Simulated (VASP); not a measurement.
A run of VASP 6.6.1 is set up as follows.

INCAR

```
PREC = Accurate
ENCUT = 520
EDIFF = 1E-6
ISMEAR = -1
SIGMA = 0.05
LREAL = False
LASPH = True
NELM = 60
ALGO = Normal
ISIF = 2
LWAVE = False
LCHARG = False
GGA = PE
NBANDS = 17
```

Contents of KPOINTS:

```
Automatic mesh
0
Gamma
  8 8 8
```

Contents of POSCAR:

```
PbS
1.0
    2.1266532507      1.2278238267      3.4747772906
   -2.1266532507      1.2278238267      3.4747772906
    0.0000000000     -2.4556476535      3.4747772906
Pb S
1 1
Direct
    0.9805657800      0.9805657800      0.9805657800
    0.4750355500      0.4750355500      0.4750355500
```

Potentials or basis: VASP PAW PBE potentials, release 64 (Pb_d, S).

Launch:

```bash
$ cat potpaw_PBE.64/Pb_d/POTCAR potpaw_PBE.64/S/POTCAR > POTCAR
$ mpirun -np 1 vasp_std > vasp.out
```

(1) Estimate the largest force.

(2) Predict the band gap on the k mesh.

(3) What does it give for the pressure?

Results:

(1) 0.009 eV/Å.

(2) 0.52 eV.

(3) -0.2 GPa.

Caveat: spin-orbit coupling is left out, which moves the levels of the heavy elements.
